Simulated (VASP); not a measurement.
HgTe: single point with PBEsol

The system is HgTe.

```
CELL_PARAMETERS angstrom
0.00000 3.12679 3.22350
3.12679 0.00000 3.22350
3.12679 3.12679 0.00000
ATOMIC_POSITIONS crystal
Hg 0.00000 0.00000 0.00000
Te 0.75000 0.75000 0.75000
```

This cell differs from its parent crystal: strain -0.030 along x and y, +0.000 along z.

```
Program             : VASP 6.6.1
Task                : single point
Functional          : PBEsol
Potentials or basis : VASP PAW PBE potentials, release 64 (Hg, Te)
Cutoff              : 520 eV
k mesh              : 14 × 14 × 14
Occupations         : gaussian, width 0.15 eV
Spin                : no spin polarisation
```

The pressure is 4.9 GPa and the band gap on the k mesh is zero (filled and empty bands touch).

Stress tensor (GPa, compression positive):
```
5.04 0.00 0.00
0.00 5.04 0.00
0.00 0.00 4.64
```

Levels at points of the mesh, in eV from the Fermi level:
```
           k point  band 5  band 6  band 7  band 8  band 9  band 10  band 11  band 12  band 13  band 14
(0.00, 0.00, 0.00)   -7.31   -7.28   -0.78   -0.23   -0.10    -0.10     3.91     3.91     3.91     6.12
(0.50, 0.00, 0.00)   -7.27   -6.95   -6.16   -1.36   -1.21     0.48     4.68     4.85     6.52     7.82
(0.50, 0.50, 0.00)   -7.22   -6.82   -6.10   -2.66   -2.66     1.80     2.15     8.08     8.95     8.95
(0.50, 0.00, 0.50)   -7.23   -6.75   -5.95   -2.83   -2.75     1.57     2.00     8.29     8.85     9.01
```

Run time: 89 s on 1 thread of Intel(R) Xeon(R) 6975P-C (Granite Rapids), on a shared host, peak memory 0.39 GiB.

Caveat: the cell differs from its parent crystal (strain -0.030 along x and y, +0.000 along z); the cell stands under pressure; semilocal functionals underestimate gaps, so a narrow gap can read as zero; the PAW data sets were made with another functional, which shifts forces and pressure a little; spin-orbit coupling is left out, which moves the levels of the heavy elements.
